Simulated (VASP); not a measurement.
Wanted: the native input for a VASP 6.6.1 run.

* Task: single point
* Functional: PBEsol
* Potentials or basis: VASP PAW PBE potentials, release 64 (Bi_d, Te)
* Cutoff: 520 eV
* k mesh: 9 × 9 × 9
* Occupations: gaussian, width 0.01 eV
* Spin: no spin polarisation
* Dipole correction: no
* Further INCAR settings: ALGO = Normal; EDIFF = 1e-07; NBANDS = 32

The structure of Bi2Te3 lies in POSCAR:

```
Bi2Te3
1.0
    2.1911539057      1.2650632973     10.0979999532
   -2.1911539057      1.2650632973     10.0979999532
    0.0000000000     -2.5301265946     10.0979999532
Bi Te
2 3
Direct
    0.3998738130      0.3998738130      0.3998738130
    0.6001261870      0.6001261870      0.6001261870
    0.0000000000      0.0000000000      0.0000000000
    0.2099474872      0.2099474872      0.2099474872
    0.7900525128      0.7900525128      0.7900525128
```

One way to write it, as run:

INCAR

```
  PREC = Accurate
  ENCUT = 520
  EDIFF = 1E-7
  ISMEAR = 0
  SIGMA = 0.01
  LREAL = F
  LASPH = T
  NELM = 100
  ALGO = Normal
  ISIF = 2
  LWAVE = F
  LCHARG = F
  GGA = PS
  NBANDS = 32
```

KPOINTS

```
regular mesh
0
Gamma
  9 9 9
```

Potentials or basis: VASP PAW PBE potentials, release 64 (Bi_d, Te).

The run is started by

```sh
$ cat potpaw_PBE.64/Bi_d/POTCAR potpaw_PBE.64/Te/POTCAR > POTCAR
$ mpirun -np 1 vasp_std > vasp.out
```

It gave:

```json
{
 "Pressure": "0.0 GPa",
 "Largest force": "0.018 eV/Å",
 "Band gap on the k mesh": "0.20 eV, direct"
}
```

Caveat: the PAW data sets were made with another functional, which shifts forces and pressure a little; spin-orbit coupling is left out, which moves the levels of the heavy elements.

Run time: 21 min on 1 thread of Intel(R) Xeon(R) 6975P-C (Granite Rapids), on a shared host, peak memory 1.1 GiB.
